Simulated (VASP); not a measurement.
# Ba (Fm-3m) in VASP: a series of runs

Runs on Ba. Level: PBE. Tasks: single point.

Program: VASP 6.6.1. These are calculated values, not measurements. Logs are shortened: lines on timing, memory, paths and dates and some standing lists are left out, and cuts for length are marked.

## (1) The cell of the first run

It takes space group Fm-3m (No. 225, cubic). The conventional cell has a = 5.113 Å, b = 5.113 Å, c = 5.113 Å, α = 90.00°, β = 90.00°, γ = 90.00°. Within 4.8 Å of Ba (site symmetry m-3m) lie 12 Ba at 3.62 Å.

## (2) Single point, PBE (volume scaled by 0.52)

Contents of INCAR:

```
SYSTEM = Ba
PREC = Accurate
ENCUT = 520
EDIFF = 1E-6
ISMEAR = -1
SIGMA = 0.1
LREAL = .FALSE.
LASPH = .TRUE.
NELM = 80
ALGO = Normal
ISIF = 2
LWAVE = .FALSE.
LCHARG = .FALSE.
GGA = PE
NBANDS = 11
```

Contents of KPOINTS:

```
Automatic mesh
0
G
  10 10 10
  0 0 0
```

Contents of POSCAR:

```
Ba
1.0
    0.0000000000      2.5565635104      2.5565635104
    2.5565635104      0.0000000000      2.5565635104
    2.5565635104      2.5565635104      0.0000000000
Ba
1
Direct
    0.0000000000      0.0000000000      0.0000000000
```

Potentials or basis: VASP PAW PBE potentials, release 64 (Ba_sv).

Run with:

```
cat potpaw_PBE.64/Ba_sv/POTCAR > POTCAR
mpirun -np 1 vasp_std > vasp.out
```

OUTCAR:

```text
SYSTEM = Ba
   PREC = Accurate
   ENCUT = 520
   EDIFF = 1E-6
   ISMEAR = -1
   LREAL = .FALSE.
   LASPH = .TRUE.
   NELM = 80
   ISIF = 2
   GGA = PE

 ion  position               nearest neighbor table
   1  0.000  0.000  0.000-

  LATTYP: Found a face centered cubic cell.
 ALAT       =     5.1131270208

  Lattice vectors:

 A1 = (   0.0000000000,   2.5565635104,   2.5565635104)
 A2 = (   2.5565635104,   0.0000000000,   2.5565635104)
 A3 = (   2.5565635104,   2.5565635104,   0.0000000000)

Analysis of symmetry for initial positions (statically):
=====================================================================
 Subroutine PRICEL returns:
 Original cell was already a primitive cell.

 Routine SETGRP: Setting up the symmetry group for a
 face centered cubic supercell.

 Subroutine GETGRP returns: Found 48 space group operations
[... 9 lines left out ...]

 Routine SETGRP: Setting up the symmetry group for a
 face centered cubic supercell.

 Subroutine GETGRP returns: Found 48 space group operations
[... 11 lines left out ...]
                                     Primitive cell

  volume of cell :      33.4195

  direct lattice vectors                    reciprocal lattice vectors
     0.000000000  2.556563510  2.556563510    -0.195575036  0.195575036  0.195575036
     2.556563510  0.000000000  2.556563510     0.195575036 -0.195575036  0.195575036
     2.556563510  2.556563510  0.000000000     0.195575036  0.195575036 -0.195575036

  length of vectors
     3.615526789  3.615526789  3.615526789     0.338745899  0.338745899  0.338745899

  position of ions in fractional coordinates (direct lattice)
     0.000000000  0.000000000  0.000000000

  ion indices of the primitive-cell ions
   primitive index   ion index
                 1           1

----------------------------------------------------------------------------------------

 KPOINTS: Automatic mesh

Automatic generation of k-mesh.
 Grid dimensions read from file:
 generate k-points for:   10   10   10

 Generating k-lattice:

  Cartesian coordinates                     Fractional coordinates (reciprocal lattice)
    -0.019557504  0.019557504  0.019557504     0.100000000  0.000000000  0.000000000
     0.019557504 -0.019557504  0.019557504     0.000000000  0.100000000  0.000000000
     0.019557504  0.019557504 -0.019557504     0.000000000  0.000000000  0.100000000

  Length of vectors
     0.033874590  0.033874590  0.033874590

  Shift w.r.t. Gamma in fractional coordinates (k-lattice)
     0.000000000  0.000000000  0.000000000

 Subroutine IBZKPT returns following result:
 ===========================================

 Found     47 irreducible k-points:

 Following reciprocal coordinates:
            Coordinates               Weight
  0.000000  0.000000  0.000000      1.000000
  0.100000  0.000000  0.000000      8.000000
  0.200000  0.000000  0.000000      8.000000
  0.300000  0.000000  0.000000      8.000000
  0.400000  0.000000  0.000000      8.000000
  0.500000  0.000000  0.000000      4.000000
[... 16 lines left out ...]
  0.300000  0.300000  0.000000      6.000000
  0.400000  0.300000  0.000000     24.000000
 [... further k-points ...]
   k-points           NKPTS =     47   k-points in BZ     NKDIM =     47   number of bands    NBANDS=     11
   number of dos      NEDOS =    301   number of ions     NIONS =      1
   total plane-waves  NPLWV =  21952
   dimension x,y,z NGX =    28 NGY =   28 NGZ =   28
   dimension x,y,z NGXF=    56 NGYF=   56 NGZF=   56
   ions per type =               1
   NGX,Y,Z   is equivalent  to a cutoff of  12.87, 12.87, 12.87 a.u.
   NGXF,Y,Z  is equivalent  to a cutoff of  25.75, 25.75, 25.75 a.u.
 SYSTEM =  Ba
   PREC   = accura    normal or accurate (medium, high low for compatibility)
   ISTART =      0    job   : 0-new  1-cont  2-samecut
   ICHARG =      2    charge: 1-file 2-atom 10-const
   ISPIN  =      1    spin polarized calculation?
   LNONCOLLINEAR =      F non collinear calculations
   LSORBIT =      F    spin-orbit coupling
   LASPH  =      T    aspherical Exc in radial PAW
   ENCUT  =  520.0 eV  38.22 Ry    6.18 a.u.   6.72  6.72  6.72*2*pi/ulx,y,z
   NELM   =     80;   NELMIN=  2; NELMDL= -5     # of ELM steps
   EDIFF  = 0.1E-05   stopping-criterion for ELM
   LREAL  =      F    real-space projection
   EDIFFG = 0.1E-04   stopping-criterion for IOM
   NSW    =      0    number of steps for IOM
   IBRION =     -1    ionic relax: 0-MD 1-quasi-New 2-CG
   NFREE  =      0    steps in history (QN), initial steepest desc. (CG)
   ISIF   =      2    stress and relaxation
   ISYM   =      2    0-nonsym 1-usesym 2-fastsym
   POTIM  = 0.5000    time-step for ionic-motion
   TEBEG  =    0.0;   TEEND  =   0.0 temperature during run
   PSTRESS=    0.0 pullay stress
   NELECT =      10.0000    total number of electrons
   NUPDOWN=      -1.0000    fix difference up-down
   EMIN   =  10.00;   EMAX   =-10.00  energy-range for DOS
   EFERMI =   0.00;   METHOD = LEGACY
   ISMEAR =    -1;   SIGMA  =   0.10  broadening in eV -4-tet -1-fermi 0-gaus
   EFERMI_NEDOS =   21; number of points for ismear=-14 and -15
   IALGO  =     38    algorithm
   IMIX   =      4    mixing-type and parameters
     AMIX     =   0.40;   BMIX     =  1.00
     AMIX_MAG =   1.60;   BMIX_MAG =  1.00
  volume/ion in A,a.u.               =      33.42       225.53
  Fermi-wavevector in a.u.,A,eV,Ry     =   1.094985  2.069222 16.313284  1.198993
  Thomas-Fermi vector in A             =   2.231300
   LORBIT       =      0    0 simple, 1 ext, 2 COOP (PROOUT), +10 PAW based schemes
   GGA     = PE    functional components
   LHFCALC =     F    Hartree Fock is set to
   AEXX    =    0.0000 exact exchange contribution
   IVDW    =     0    specifies the selected vdW correction
   LEPSILON=     F    determine dielectric tensor
   LRPA    =     F    only Hartree local field effects (RPA)
 non-spin polarized calculation
  energy-cutoff  :      520.00
  volume of cell :       33.42
 maximum number of plane-waves:       934
   NGX = 13   NGY = 13   NGZ = 13

 number of electron      10.0000000 magnetization

 Free energy of the ion-electron system (eV)
  ---------------------------------------------------
  ext. energy  EPLUGINS =         0.00000000
  ---------------------------------------------------
  free energy    TOTEN  =        -1.11024722 eV

  energy without entropy =       -1.06460804  energy(sigma->0) =       -1.08742763

 E-fermi :   4.4519     XC(G=0):  -9.7643

 val. band max:        4.4501174345   @ k =   0.4000   0.3000   0.1000
 cond. band min:       4.5518786099   @ k =   0.5000   0.3000   0.0000
 fundamental gap:      0.1017611754
 Fermi energy:         4.4518813705

 k-point     1 :       0.0000    0.0000    0.0000
  band No.  band energies     occupation
      1     -24.0326      2.00000
      2      -7.7964      2.00000
      3      -7.7964      2.00000
      4      -7.7964      2.00000
      5       2.2191      2.00000
      6       6.7942      0.00000
      7       6.7942      0.00000
      8       6.7942      0.00000
      9       9.9598      0.00000
     10       9.9598      0.00000
     11      11.9175      0.00000

 k-point     2 :       0.1000    0.0000    0.0000
  band No.  band energies     occupation
      1     -23.9891      2.00000
      2      -8.1164      2.00000
      3      -7.8305      2.00000
      4      -7.8305      2.00000
      5       2.6214      2.00000
      6       6.4435      0.00000
      7       6.9646      0.00000
      8       6.9646      0.00000
      9       9.6496      0.00000
     10       9.6496      0.00000
     11      12.7181      0.00000

 k-point     3 :       0.2000    0.0000    0.0000
  band No.  band energies     occupation
      1     -23.8723      2.00000
      2      -8.8691      2.00000
      3      -7.9173      2.00000
      4      -7.9173      2.00000
      5       3.3790      1.99996
      6       6.1600      0.00000
      7       7.1900      0.00000
      8       7.1900      0.00000
      9       9.4245      0.00000
     10       9.4245      0.00000
     11      12.9551      0.00000

 k-point     4 :       0.3000    0.0000    0.0000
  band No.  band energies     occupation
      1     -23.7215      2.00000
      2      -9.6842      2.00000
      3      -8.0205      2.00000
      4      -8.0205      2.00000
      5       3.5345      1.99979
      6       6.9517      0.00000
      7       6.9517      0.00000
      8       6.9785      0.00000
      9      10.2115      0.00000
     10      10.2115      0.00000
     11      12.1678      0.00000

 k-point     5 :       0.4000    0.0000    0.0000
  band No.  band energies     occupation
      1     -23.5937      2.00000
      2     -10.2816      2.00000
      3      -8.1008      2.00000
      4      -8.1008      2.00000
      5       3.3189      1.99998
      6       6.5995      0.00000
      7       6.5995      0.00000
      8       8.2317      0.00000
      9      11.6284      0.00000
     10      11.6284      0.00000
     11      11.9760      0.00000
[... 211 lines left out ...]
 k-point    21 :      -0.3000    0.2000    0.0000
  band No.  band energies     occupation
      1     -23.5487      2.00000
      2      -9.9266      2.00000
      3      -8.8796      2.00000
      4      -8.1395      2.00000
      5       4.6971      0.15859
      6       5.5956      0.00002
      7       6.6887      0.00000
      8       7.6065      0.00000
      9       9.6426      0.00000
     10      13.8705      0.00000
     11      15.0185      0.00000

 k-point    22 :      -0.2000    0.2000    0.0000
  band No.  band energies     occupation
      1     -23.6698      2.00000
      2      -9.5444      2.00000
      3      -8.6201      2.00000
      4      -7.9994      2.00000
      5       4.8299      0.04462
      6       5.6034      0.00002
      7       6.2561      0.00000
      8       7.8574      0.00000
      9       8.3792      0.00000
     10      12.5702      0.00000
     11      15.0384      0.00000

 k-point    23 :       0.3000    0.3000    0.0000
  band No.  band energies     occupation
      1     -23.6185      2.00000
      2      -9.5621      2.00000
      3      -8.4511      2.00000
      4      -8.4511      2.00000
      5       3.6712      1.99919
      6       4.0338      1.96988
      7       8.0487      0.00000
      8       9.6554      0.00000
      9       9.6554      0.00000
     10      11.4436      0.00000
     11      17.5580      0.00000

 k-point    24 :       0.4000    0.3000    0.0000
  band No.  band energies     occupation
      1     -23.5175      2.00000
      2      -9.8814      2.00000
      3      -8.6589      2.00000
      4      -8.5497      2.00000
      5       3.4033      1.99994
      6       3.9516      1.98665
      7       8.2201      0.00000
      8       9.8523      0.00000
      9      11.3288      0.00000
     10      12.3933      0.00000
     11      16.8121      0.00000

 [... further k-points ...]

------------------------ aborting loop because EDIFF is reached ----------------------------------------

  FORCE on cell =-STRESS in cart. coord.  units (eV):
  Direction    XX          YY          ZZ          XY          YZ          ZX
  --------------------------------------------------------------------------------------
  -------------------------------------------------------------------------------------
  Total        2.7023352      2.7023352      2.7023352      0.0000000      0.0000000      0.0000000
  in kB      129.5537688    129.5537688    129.5537688      0.0000000      0.0000000      0.0000000
  external PRESSURE =     129.5537688 kB  Pullay stress =       0.0000000 kB

 VOLUME and BASIS-vectors are now :
 -----------------------------------------------------------------------------
  energy-cutoff  :      520.00
  volume of cell :       33.42
      direct lattice vectors                 reciprocal lattice vectors
     0.000000000  2.556563510  2.556563510    -0.195575036  0.195575036  0.195575036
     2.556563510  0.000000000  2.556563510     0.195575036 -0.195575036  0.195575036
     2.556563510  2.556563510  0.000000000     0.195575036  0.195575036 -0.195575036

 POSITION                                       TOTAL-FORCE (eV/Angst)
 -----------------------------------------------------------------------------------
      0.00000      0.00000      0.00000         0.000000      0.000000      0.000000
 -----------------------------------------------------------------------------------
    total drift:                                0.000000      0.000000      0.000000

  FREE ENERGIE OF THE ION-ELECTRON SYSTEM (eV)
  ---------------------------------------------------
  free  energy   TOTEN  =        -1.1102472208 eV

  energy  without entropy=       -1.0646080394  energy(sigma->0) =       -1.08742763
```

Wall time 7.6 s (1 thread of Intel Xeon 6975P-C (Granite Rapids), shared host); peak memory 0.16 GiB.

Results:

```yaml
Free_energy: -1.1102 eV
Pressure: 13.0 GPa
Band_gap_on_the_k_mesh: zero (band 5 reaches 5.17 eV, above the bottom of band 6 at 3.22 eV)
```

Levels at points of the mesh, in eV from the Fermi level:
```csv
k point,band 3,band 4,band 5,band 6,band 7,band 8
"(0.00, 0.00, 0.00)",-12.25,-12.25,-2.23,2.34,2.34,2.34
"(0.50, 0.00, 0.00)",-12.58,-12.58,-1.24,2.01,2.01,4.29
"(0.50, 0.50, 0.00)",-13.21,-13.21,-1.97,-1.24,6.51,8.20
```

Caveat: spin-orbit coupling is left out, which moves the levels of the heavy elements.

## (3) Single point, PBE (volume scaled by 0.6)

Contents of INCAR:

```
PREC = Accurate
ENCUT = 520
EDIFF = 1E-6
ISMEAR = -1
SIGMA = 0.1
LREAL = F
LASPH = T
NELM = 60
ALGO = Normal
ISIF = 2
LWAVE = F
LCHARG = F
GGA = PE
NBANDS = 11
```

Contents of KPOINTS:

```
Automatic mesh
0
Gamma
  10 10 10
```

Contents of POSCAR:

```
Ba
1.0
    0.0000000000      2.6814676069      2.6814676069
    2.6814676069      0.0000000000      2.6814676069
    2.6814676069      2.6814676069      0.0000000000
Ba
1
Direct
    0.0000000000      0.0000000000      0.0000000000
```

Potentials or basis: VASP PAW PBE potentials, release 64 (Ba_sv).

Run with:

```
cat potpaw_PBE.64/Ba_sv/POTCAR > POTCAR
mpirun -np 1 vasp_std > vasp.out
```

Run time: 7.1 s. Hardware: 1 thread of Intel Xeon 6975P-C (Granite Rapids), shared host; peak memory 0.16 GiB.

It converged, with:

- Free energy: -1.4420 eV
- Pressure: 8.2 GPa
- Band gap on the k mesh: zero (band 5 reaches 4.17 eV, above the bottom of band 6 at 2.79 eV)

Levels at points of the mesh, in eV from the Fermi level:
| k point | band 2 | band 3 | band 4 | band 5 | band 6 | band 7 | band 8 | band 9 |
| --- | --- | --- | --- | --- | --- | --- | --- | --- |
| (0.00, 0.00, 0.00) | -12.64 | -12.64 | -12.64 | -2.56 | 2.25 | 2.25 | 2.25 | 4.97 |
| (0.50, 0.00, 0.00) | -14.54 | -12.87 | -12.87 | -1.16 | 1.97 | 1.97 | 3.33 | 7.14 |
| (0.50, 0.50, 0.00) | -14.40 | -13.31 | -13.31 | -1.61 | -0.88 | 5.12 | 7.22 | 7.87 |

Caveat: spin-orbit coupling is left out, which moves the levels of the heavy elements.
